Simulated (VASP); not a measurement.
Wanted: the native input for a VASP 6.6.1 run.

| Item | Value |
| --- | --- |
| Task | single point |
| Functional | PBE |
| Potentials or basis | VASP PAW PBE potentials, release 64 (Mg) |
| Cutoff | 520 eV |
| k mesh | 6 × 6 × 7 |
| Occupations | gaussian, width 0.1 eV |
| Spin | no spin polarisation |
| Dipole correction | no |
| Further INCAR settings | ALGO = Normal; EDIFF = 1e-07; NBANDS = 18 |

The structure of Mg lies in POSCAR:

```
Mg
1.0
    6.6654395561      0.0000000000      0.0000000000
   -3.3327197780      5.7724399829      0.0000000000
    0.0000000000      0.0000000000      4.9172540073
Mg
8
Direct
    0.3333333333      0.6666666667      0.2500000000
    0.3333333333      0.1666666667      0.2500000000
    0.8333333333      0.6666666667      0.2500000000
    0.8333333333      0.1666666667      0.2500000000
    0.1666666667      0.3333333333      0.7500000000
    0.1666666667      0.8333333333      0.7500000000
    0.6666666667      0.3333333333      0.7500000000
    0.6666666667      0.8333333333      0.7500000000
```

The input as run:

INCAR

```
SYSTEM = Mg
PREC = Accurate
ENCUT = 520
EDIFF = 1E-7
ISMEAR = 0
SIGMA = 0.1
LREAL = .FALSE.
LASPH = .TRUE.
NELM = 60
ALGO = Normal
ISIF = 2
LWAVE = .FALSE.
LCHARG = .FALSE.
GGA = PE
NBANDS = 18
```

KPOINTS

```
regular mesh
0
G
  6 6 7
  0 0 0
```

Potentials or basis: VASP PAW PBE potentials, release 64 (Mg).

The run is started by

```sh
$ cat potpaw_PBE.64/Mg/POTCAR > POTCAR
$ mpirun -np 1 vasp_std > vasp.out
```

Results of the run:

```yaml
Pressure: -0.9 GPa
Band_gap_on_the_k_mesh: zero (band 8 reaches 3.13 eV, above the bottom of band 9 at 1.76 eV)
```

Run time: 43 s on 1 thread of Intel(R) Xeon(R) 6975P-C (Granite Rapids) (shared host), peak memory 0.32 GiB.
